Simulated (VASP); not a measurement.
MoS2, 6 atoms in the cell. The structure is hexagonal, space group P6_3/mmc (No. 194). The conventional cell has a = 3.110 Å, b = 3.110 Å, c = 12.626 Å, α = 90.00°, β = 90.00°, γ = 120.00°. Within 3.2 Å of Mo (site symmetry -6m2) lie 6 S at 2.39 Å and 6 Mo at 3.11 Å. Within 3.2 Å of S (site symmetry 3m) lie 3 Mo at 2.39 Å and 7 S at 3.11 to 3.14 Å.  This cell differs from its parent crystal: in-plane strain -0.01, then relaxed in part.

* Program: VASP 6.6.1
* Task: single point
* Functional: PBEsol
* Potentials or basis: VASP PAW PBE potentials, release 64 (Mo_sv, S)
* Cutoff: 520 eV
* k mesh: 6 × 6 × 2
* Occupations: gaussian, width 0.01 eV
* Spin: no spin polarisation
* Dipole correction: no
* Further INCAR settings: ALGO = Normal; EDIFF = 1e-06; NBANDS = 35

Potentials or basis: VASP PAW PBE potentials, release 64 (Mo_sv, S).

Launch:

```sh
$ cat potpaw_PBE.64/Mo_sv/POTCAR potpaw_PBE.64/S/POTCAR > POTCAR
$ mpirun -np 1 vasp_std > vasp.out
```

Hardware: 1 thread of Intel(R) Xeon(R) 6975P-C (Granite Rapids) (shared host).

Estimate the wall time of this run.

Run time: 23 s on 1 thread of Intel(R) Xeon(R) 6975P-C (Granite Rapids), with other jobs on the host, peak memory 0.23 GiB. Counts: scf iterations 15, k points 14.
